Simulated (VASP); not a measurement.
# BN in VASP: further runs

The runs below take BN through single point, with r2SCAN, PBE.

Everything below comes from runs of VASP 6.6.1. Logs are shortened: lines on timing, memory, paths and dates and some standing lists are left out, and cuts for length are marked.

## Step 1: The cell of the first run

Symmetry: P6_3/mmc, No. 194, hexagonal system. The conventional cell has a = 2.364 Å, b = 2.364 Å, c = 6.523 Å, α = 90.00°, β = 90.00°, γ = 120.00°. B (site symmetry -6m2) has 3 N at 1.36 Å within 1.8 Å. Within 1.8 Å of N (site symmetry -6m2) lie 3 B at 1.36 Å.

## Step 2: Single point, r2SCAN (epitaxial xy strain -5.5%)

Contents of POSCAR:

```
BN
1.0
    2.3640508801      0.0000000000      0.0000000000
   -1.1820254401      2.0473281180      0.0000000000
    0.0000000000      0.0000000000      6.5226719932
B N
2 2
Direct
    0.3333333333      0.6666666667      0.2500000000
    0.6666666667      0.3333333333      0.7500000000
    0.3333333333      0.6666666667      0.7500000000
    0.6666666667      0.3333333333      0.2500000000
```

Contents of INCAR.step1:

```
ALGO = Normal ; EDIFF = 1E-4
ENCUT = 520 ; GGA = PE
ISMEAR = 0 ; LASPH = True
LCHARG = False ; LREAL = False
LWAVE = True ; NBANDS = 16
NELM = 80 ; PREC = Accurate
SIGMA = 0.01
```

Contents of INCAR.step2:

```
ALGO = Normal ; EDIFF = 1E-6
ENCUT = 520 ; ISIF = 2
ISMEAR = 0 ; ISTART = 1
LASPH = True ; LCHARG = False
LMIXTAU = True ; LREAL = False
LWAVE = False ; METAGGA = R2SCAN
NBANDS = 16 ; NELM = 80
PREC = Accurate ; SIGMA = 0.01
```

Contents of KPOINTS:

```
k-points
0
Gamma
  12 12 4
```

Potentials or basis: VASP PAW PBE potentials, release 64 (B, N).

Run with:

```console
$ cat potpaw_PBE.64/B/POTCAR potpaw_PBE.64/N/POTCAR > POTCAR
$ cp INCAR.step1 INCAR
$ mpirun -np 1 vasp_std > vasp.out
$ cp INCAR.step2 INCAR
$ mpirun -np 1 vasp_std > vasp.out
```

OUTCAR:

```text
EDIFF = 1E-6
   ENCUT = 520
   ISIF = 2
   ISMEAR = 0
   ISTART = 1
   LASPH = True
   LREAL = False
   METAGGA = R2SCAN
   NELM = 80
   PREC = Accurate

 ion  position               nearest neighbor table
   1  0.333  0.667  0.250-   4 1.36   4 1.36   4 1.36
   2  0.667  0.333  0.750-   3 1.36   3 1.36   3 1.36
   3  0.333  0.667  0.750-   2 1.36   2 1.36   2 1.36
   4  0.667  0.333  0.250-   1 1.36   1 1.36   1 1.36

  LATTYP: Found a hexagonal cell.
 ALAT       =     2.3640508801
 C/A-ratio  =     2.7591081258

  Lattice vectors:

 A1 = (   2.3640508801,   0.0000000000,   0.0000000000)
 A2 = (  -1.1820254401,   2.0473281180,   0.0000000000)
 A3 = (   0.0000000000,   0.0000000000,   6.5226719932)

Analysis of symmetry for initial positions (statically):
=====================================================================
 Subroutine PRICEL returns:
 Original cell was already a primitive cell.

 Routine SETGRP: Setting up the symmetry group for a
 hexagonal supercell.

 Subroutine GETGRP returns: Found 24 space group operations
 (whereof 12 operations were pure point group operations)
 out of a pool of 24 trial point group operations.

The static configuration has the point symmetry D_3d.
 The point group associated with its full space group is D_6h.

Analysis of symmetry for dynamics (positions and initial velocities):
=====================================================================
 Subroutine PRICEL returns:
 Original cell was already a primitive cell.

 Routine SETGRP: Setting up the symmetry group for a
 hexagonal supercell.

 Subroutine GETGRP returns: Found 24 space group operations
 (whereof 12 operations were pure point group operations)
 out of a pool of 24 trial point group operations.

The dynamic configuration has the point symmetry D_3d.
 The point group associated with its full space group is D_6h.

 Subroutine INISYM returns: Found 24 space group operations
 (whereof 12 operations are pure point group operations),
 and found     1 'primitive' translations

----------------------------------------------------------------------------------------

                                     Primitive cell

  volume of cell :      31.5697

  direct lattice vectors                    reciprocal lattice vectors
     2.364050880  0.000000000  0.000000000     0.423002740  0.244220746  0.000000000
    -1.182025440  2.047328118  0.000000000     0.000000000  0.488441492  0.000000000
     0.000000000  0.000000000  6.522671993     0.000000000  0.000000000  0.153311404

  length of vectors
     2.364050880  2.364050880  6.522671993     0.488441492  0.488441492  0.153311404

  position of ions in fractional coordinates (direct lattice)
     0.333333333  0.666666667  0.250000000
     0.666666667  0.333333333  0.750000000
     0.333333333  0.666666667  0.750000000
     0.666666667  0.333333333  0.250000000

  ion indices of the primitive-cell ions
   primitive index   ion index
                 1           1
                 2           2
                 3           3
                 4           4

----------------------------------------------------------------------------------------

 KPOINTS: k-points

Automatic generation of k-mesh.
 Grid dimensions read from file:
 generate k-points for:   12   12    4

 Generating k-lattice:

  Cartesian coordinates                     Fractional coordinates (reciprocal lattice)
     0.035250228  0.020351729  0.000000000     0.083333333  0.000000000  0.000000000
     0.000000000  0.040703458  0.000000000     0.000000000  0.083333333  0.000000000
     0.000000000  0.000000000  0.038327851     0.000000000  0.000000000  0.250000000

  Length of vectors
     0.040703458  0.040703458  0.038327851

  Shift w.r.t. Gamma in fractional coordinates (k-lattice)
     0.000000000  0.000000000  0.000000000

 Subroutine IBZKPT returns following result:
 ===========================================

 Found     57 irreducible k-points:

 Following reciprocal coordinates:
            Coordinates               Weight
[... 50 lines left out ...]
      2     -16.0428      2.00000
      3      -3.5642      2.00000
      4      -1.3922      2.00000
      5      -0.4411      2.00000
      6      -0.4020      2.00000
[... 8 lines left out ...]
     15      19.6249      0.00000
     16      20.4388      0.00000

 k-point     4 :       0.2500    0.0000    0.0000
  band No.  band energies     occupation
      1     -15.5805      2.00000
      2     -15.3127      2.00000
      3      -2.5309      2.00000
      4      -2.4950      2.00000
      5      -2.4702      2.00000
      6      -0.4365      2.00000
[... 8 lines left out ...]
     15      21.5574      0.00000
     16      22.3414      0.00000

 k-point     5 :       0.3333    0.0000    0.0000
  band No.  band energies     occupation
      1     -14.6114      2.00000
      2     -14.3855      2.00000
      3      -4.6360      2.00000
      4      -4.5547      2.00000
      5      -1.0891      2.00000
      6      -0.9551      2.00000
[... 8 lines left out ...]
     15      21.6058      0.00000
     16      25.0664      0.00000

 k-point     6 :       0.4167    0.0000    0.0000
  band No.  band energies     occupation
      1     -13.6223      2.00000
      2     -13.4687      2.00000
      3      -6.3403      2.00000
      4      -6.2618      2.00000
      5      -1.4559      2.00000
      6      -1.3961      2.00000
[... 8 lines left out ...]
     15      20.3804      0.00000
     16      24.0803      0.00000
[... 267 lines left out ...]
 k-point    21 :       0.0833    0.0000    0.2500
  band No.  band energies     occupation
      1     -16.7656      2.00000
      2     -16.5474      2.00000
      3      -3.9502      2.00000
      4      -2.3936      2.00000
      5       1.1913      2.00000
      6       1.2140      2.00000
[... 8 lines left out ...]
     15      18.9223      0.00000
     16      19.3008      0.00000

 k-point    22 :       0.1667    0.0000    0.2500
  band No.  band energies     occupation
      1     -16.2957      2.00000
      2     -16.0880      2.00000
      3      -3.2984      2.00000
      4      -1.7861      2.00000
      5      -0.4312      2.00000
      6      -0.3980      2.00000
[... 8 lines left out ...]
     15      19.5204      0.00000
     16      19.6062      0.00000

 k-point    23 :       0.2500    0.0000    0.2500
  band No.  band energies     occupation
      1     -15.5430      2.00000
      2     -15.3538      2.00000
      3      -2.5579      2.00000
      4      -2.4873      2.00000
      5      -2.2008      2.00000
      6      -0.7875      2.00000
[... 8 lines left out ...]
     15      22.3585      0.00000
     16      22.4500      0.00000

 k-point    24 :       0.3333    0.0000    0.2500
  band No.  band energies     occupation
      1     -14.5795      2.00000
      2     -14.4199      2.00000
      3      -4.6276      2.00000
      4      -4.5696      2.00000
      5      -0.9468      2.00000
      6      -0.9062      2.00000
[... 8 lines left out ...]
     15      22.7136      0.00000
     16      24.5887      0.00000

 [... further k-points ...]
[... 5 lines left out ...]
  --------------------------------------------------------------------------------------
  -------------------------------------------------------------------------------------
  Total       16.1234651     16.1234651      0.2625431     -0.0000000      0.0000000      0.0000000
  in kB      818.2747577    818.2747577     13.3242097     -0.0000000      0.0000000      0.0000000
  external PRESSURE =     549.9579084 kB  Pullay stress =       0.0000000 kB

 VOLUME and BASIS-vectors are now :
 -----------------------------------------------------------------------------
  energy-cutoff  :      520.00
  volume of cell :       31.57
      direct lattice vectors                 reciprocal lattice vectors
     2.364050880  0.000000000  0.000000000     0.423002740  0.244220746  0.000000000
    -1.182025440  2.047328118  0.000000000     0.000000000  0.488441492  0.000000000
     0.000000000  0.000000000  6.522671993     0.000000000  0.000000000  0.153311404

 POSITION                                       TOTAL-FORCE (eV/Angst)
 -----------------------------------------------------------------------------------
     -0.00000      1.36489      1.63067         0.000000     -0.000000      0.000000
      1.18203      0.68244      4.89200        -0.000000      0.000000      0.000000
     -0.00000      1.36489      4.89200         0.000000      0.000000      0.000000
      1.18203      0.68244      1.63067        -0.000000      0.000000     -0.000000
 -----------------------------------------------------------------------------------
    total drift:                               -0.000000      0.000000      0.000000

  FREE ENERGIE OF THE ION-ELECTRON SYSTEM (eV)
  ---------------------------------------------------
  free  energy   TOTEN  =       -37.7009998895 eV

  energy  without entropy=      -37.7009998895  energy(sigma->0) =      -37.70099989
```

Run time: 62 s. Hardware: 1 thread of Intel Xeon Platinum 8559C (Emerald Rapids), shared host; peak memory 0.15 GiB.

Results:

```
Free energy            : -37.7010 eV
Pressure               : 55.0 GPa
Band gap on the k mesh : 5.12 eV, indirect (least direct gap 5.72 eV)
```

Stress tensor (GPa, compression positive):
```
81.83  0.00  0.00
 0.00 81.83  0.00
 0.00  0.00  1.33
```

Levels at points of the mesh, in eV from the valence-band top:
| k point | band 4 | band 5 | band 6 | band 7 | band 8 | band 9 | band 10 | band 11 | band 12 | band 13 |
| --- | --- | --- | --- | --- | --- | --- | --- | --- | --- | --- |
| (0.00, 0.00, 0.00) | -5.14 | -1.12 | -1.12 | -1.09 | -1.09 | 5.62 | 11.77 | 13.82 | 13.82 | 13.95 |
| (0.50, 0.00, 0.00) | -9.94 | -4.57 | -4.51 | -1.64 | -0.60 | 5.12 | 6.77 | 11.80 | 12.68 | 14.01 |
| (0.00, 0.00, 0.50) | -6.39 | -1.11 | -1.11 | -1.11 | -1.11 | 8.38 | 8.38 | 13.88 | 13.88 | 13.88 |
| (0.50, 0.00, 0.50) | -9.97 | -4.54 | -4.54 | -1.10 | -1.10 | 5.67 | 5.67 | 12.55 | 12.55 | 15.38 |

Caveat: the cell differs from its parent crystal (epitaxial xy strain -5.5%); the PAW data sets were made with another functional, which shifts forces and pressure a little. A k mesh can miss the band edges.

## Step 3: Single point, r2SCAN

This run uses another cell than the first one, of 8.83 Å³/atom, 1.119 times its volume.

Contents of POSCAR:

```
BN
1.0
    2.5005826953      0.0000000000      0.0000000000
   -1.2502913476      2.1655681384      0.0000000000
    0.0000000000      0.0000000000      6.5236379111
B N
2 2
Direct
    0.3333333333      0.6666666667      0.2500000000
    0.6666666667      0.3333333333      0.7500000000
    0.3333333333      0.6666666667      0.7500000000
    0.6666666667      0.3333333333      0.2500000000
```

Contents of INCAR.step1:

```
ALGO = Normal ; EDIFF = 1E-4
ENCUT = 520 ; GGA = PE
ISMEAR = 0 ; LASPH = T
LCHARG = F ; LREAL = F
LWAVE = T ; NBANDS = 16
NELM = 80 ; PREC = Accurate
SIGMA = 0.01
```

Contents of INCAR.step2:

```
ALGO = Normal ; EDIFF = 1E-7
ENCUT = 520 ; ISIF = 2
ISMEAR = 0 ; ISTART = 1
LASPH = T ; LCHARG = T
LELF = T ; LMIXTAU = T
LREAL = F ; LVHAR = T
LWAVE = F ; METAGGA = R2SCAN
NBANDS = 16 ; NELM = 80
PREC = Accurate ; SIGMA = 0.01
```

KPOINTS is that of step 2.

Potentials or basis: VASP PAW PBE potentials, release 64 (B, N).

Run with:

```console
$ cat potpaw_PBE.64/B/POTCAR potpaw_PBE.64/N/POTCAR > POTCAR
$ cp INCAR.step1 INCAR
$ mpirun -np 1 vasp_std > vasp.out
$ cp INCAR.step2 INCAR
$ mpirun -np 1 vasp_std > vasp.out
```

It took 67 s on 1 thread of Intel Xeon Platinum 8559C (Emerald Rapids), shared host; peak memory 0.16 GiB.

Results (log left out):

* Free energy: -38.5874 eV
* Pressure: 1.0 GPa
* Band gap on the k mesh: 4.84 eV, indirect (least direct gap 5.25 eV)

Stress tensor (GPa, compression positive):
```
0.93 0.00 0.00
0.00 0.93 0.00
0.00 0.00 1.29
```

Levels at points of the mesh, in eV from the valence-band top:
```tsv
k point	band 6	band 7	band 8	band 9	band 10	band 11
(0.00, 0.00, 0.00)	-1.36	-1.32	-1.32	5.76	11.33	12.31
(0.50, 0.00, 0.00)	-4.23	-1.52	-0.41	4.84	6.42	10.26
(0.00, 0.00, 0.50)	-1.34	-1.34	-1.34	8.36	8.36	12.38
(0.50, 0.00, 0.50)	-4.27	-0.94	-0.94	5.34	5.34	10.68
```

Caveat: the PAW data sets were made with another functional, which shifts forces and pressure a little.

## Step 4: Single point, PBE (uniaxial x strain +4.0%)

Contents of INCAR:

```
SYSTEM = BN
PREC = Accurate ; ENCUT = 520
EDIFF = 1E-6 ; ISMEAR = -1
SIGMA = 0.02 ; LREAL = .False.
LASPH = .True. ; NELM = 100
ALGO = Normal ; ISIF = 2
LWAVE = .False. ; LCHARG = .True.
GGA = PE ; LELF = .True.
LVHAR = .True. ; NBANDS = 16
```

Contents of KPOINTS:

```
Automatic mesh
0
Gamma
  12 12 4
  0 0 0
```

Contents of POSCAR:

```
BN
1.0
    2.6013561779      0.0000000000      0.0000000000
   -1.3006780890      2.1655681384      0.0000000000
    0.0000000000      0.0000000000      6.5236379111
B N
2 2
Direct
    0.3408844731      0.6817689463      0.2500000000
    0.6591155269      0.3182310537      0.7500000000
    0.3236562334      0.6473124668      0.7500000000
    0.6763437666      0.3526875332      0.2500000000
```

Run with:

```console
$ cat potpaw_PBE.64/B/POTCAR potpaw_PBE.64/N/POTCAR > POTCAR
$ mpirun -np 1 vasp_std > vasp.out
```

Run time: 35 s. Hardware: 1 thread of Intel Xeon Platinum 8559C (Emerald Rapids), shared host; peak memory 0.18 GiB.

Results (log left out):

| Quantity | Value |
| --- | --- |
| Free energy | -35.0341 eV |
| Pressure | -8.8 GPa |
| Largest force | 0.031 eV/Å |
| Band gap on the k mesh | 4.03 eV, indirect (least direct gap 4.33 eV) |

Forces in eV/Å, atoms in the order of the input:
```
B    0.000 -0.031  0.000
B    0.000  0.031  0.000
N    0.000 -0.031  0.000
N    0.000  0.031  0.000
```

Stress tensor (GPa, compression positive):
```
-27.61   0.00   0.00
  0.00  -2.11   0.00
  0.00   0.00   3.27
```

Levels at points of the mesh, in eV from the valence-band top:
| k point | band 5 | band 6 | band 7 | band 8 | band 9 | band 10 | band 11 | band 12 |
| --- | --- | --- | --- | --- | --- | --- | --- | --- |
| (0.00, 0.00, 0.00) | -1.66 | -1.61 | -1.33 | -1.28 | 5.23 | 10.17 | 10.54 | 10.71 |
| (0.50, 0.00, 0.00) | -3.95 | -3.87 | -1.66 | -0.54 | 4.03 | 5.42 | 9.23 | 9.66 |
| (0.00, 0.50, 0.00) | -4.58 | -4.49 | -1.37 | -0.22 | 4.12 | 5.64 | 8.32 | 8.44 |
| (0.00, 0.00, 0.50) | -1.64 | -1.64 | -1.31 | -1.31 | 7.59 | 7.59 | 10.79 | 10.79 |
| (0.50, 0.00, 0.50) | -3.91 | -3.91 | -1.07 | -1.07 | 4.45 | 4.45 | 9.65 | 9.65 |
| (0.00, 0.50, 0.50) | -4.53 | -4.53 | -0.78 | -0.78 | 4.64 | 4.64 | 8.50 | 8.50 |

Caveat: the cell differs from its parent crystal (uniaxial x strain +4.0%); this functional lacks dispersion, which binds the layers, so the pressure and a relaxed spacing across them are unreliable. A k mesh can miss the band edges.

## Step 5: Single point, PBE (uniaxial y strain +5.9%)

Contents of INCAR:

```
ALGO = Normal
EDIFF = 1E-7
ENCUT = 520
GGA = PE
ISIF = 2
ISMEAR = -1
LASPH = T
LCHARG = T
LELF = T
LREAL = F
LVHAR = T
LWAVE = F
NBANDS = 16
NELM = 100
PREC = Accurate
SIGMA = 0.02
```

Contents of KPOINTS:

```
k-points
0
Gamma
  12 12 4
```

Contents of POSCAR:

```
BN
1.0
    2.5005826953      0.0000000000      0.0000000000
   -1.2502913476      2.2935532154      0.0000000000
    0.0000000000      0.0000000000      6.5236379111
B N
2 2
Direct
    0.3242254438      0.6484508875      0.2500000000
    0.6757745562      0.3515491125      0.7500000000
    0.3442508801      0.6885017602      0.7500000000
    0.6557491199      0.3114982398      0.2500000000
```

Run with:

```console
$ cat potpaw_PBE.64/B/POTCAR potpaw_PBE.64/N/POTCAR > POTCAR
$ mpirun -np 1 vasp_std > vasp.out
```

Wall time 38 s (1 thread of Intel Xeon Platinum 8559C (Emerald Rapids), shared host); peak memory 0.19 GiB.

Results (log left out):

```
Free energy            : -34.8894 eV
Pressure               : -14.0 GPa
Largest force          : 0.045 eV/Å
Band gap on the k mesh : 3.90 eV, indirect (least direct gap 4.32 eV)
```

Forces in eV/Å, atoms in the order of the input:
```
B    0.000  0.045  0.000
B    0.000 -0.045  0.000
N    0.000  0.045  0.000
N    0.000 -0.045  0.000
```

Stress tensor (GPa, compression positive):
```
 -4.02   0.00   0.00
  0.00 -41.20   0.00
  0.00   0.00   3.15
```

Levels at points of the mesh, in eV from the valence-band top:
| k point | band 4 | band 5 | band 6 | band 7 | band 8 | band 9 | band 10 | band 11 | band 12 | band 13 |
| --- | --- | --- | --- | --- | --- | --- | --- | --- | --- | --- |
| (0.00, 0.00, 0.00) | -3.66 | -1.78 | -1.72 | -1.29 | -1.24 | 5.16 | 9.44 | 10.01 | 10.25 | 11.22 |
| (0.50, 0.00, 0.00) | -8.55 | -4.41 | -4.32 | -1.41 | -0.27 | 4.05 | 5.49 | 8.24 | 8.39 | 12.46 |
| (0.00, 0.50, 0.00) | -8.76 | -3.55 | -3.47 | -1.86 | -0.74 | 3.90 | 5.27 | 9.45 | 10.13 | 12.13 |
| (0.00, 0.00, 0.50) | -4.99 | -1.75 | -1.75 | -1.26 | -1.26 | 7.42 | 7.42 | 10.07 | 10.07 | 11.29 |
| (0.50, 0.00, 0.50) | -8.60 | -4.36 | -4.36 | -0.81 | -0.81 | 4.52 | 4.52 | 8.44 | 8.44 | 13.18 |
| (0.00, 0.50, 0.50) | -8.81 | -3.51 | -3.51 | -1.26 | -1.26 | 4.29 | 4.29 | 10.07 | 10.07 | 13.01 |

Caveat: the cell differs from its parent crystal (uniaxial y strain +5.9%); this functional lacks dispersion, which binds the layers, so the pressure and a relaxed spacing across them are unreliable.

## Step 6: Summary

```tsv
level	cell	smearing	gap on the mesh (eV)	pressure (GPa)	largest force (eV/Å)
r2SCAN	a = 2.364, b = 2.364, c = 6.523 Å, angles 90.0, 90.0, 120.0°, 4 atoms	gaussian 0.01 eV	5.12	55.0	-
r2SCAN	a = 2.501, b = 2.501, c = 6.524 Å, angles 90.0, 90.0, 120.0°, 4 atoms	gaussian 0.01 eV	4.84	1.0	-
PBE	a = 2.601, b = 2.526, c = 6.524 Å, angles 90.0, 90.0, 121.0°, 4 atoms	fermi-dirac 0.02 eV	4.03	-8.8	0.03
PBE	a = 2.501, b = 2.612, c = 6.524 Å, angles 90.0, 90.0, 118.6°, 4 atoms	fermi-dirac 0.02 eV	3.90	-14.0	0.05
```

Alike in all rows: task single point; potentials or basis VASP PAW PBE potentials, release 64 (B, N); no spin polarisation; k mesh 12 × 12 × 4; cutoff (eV) 520.

Caveats: the PAW data sets were made with another functional, which shifts forces and pressure a little (some runs); this functional lacks dispersion, which binds the layers, so the pressure and a relaxed spacing across them are unreliable (some runs).

Total energies depend on the potentials used, so only differences within one code and one set of settings carry meaning.
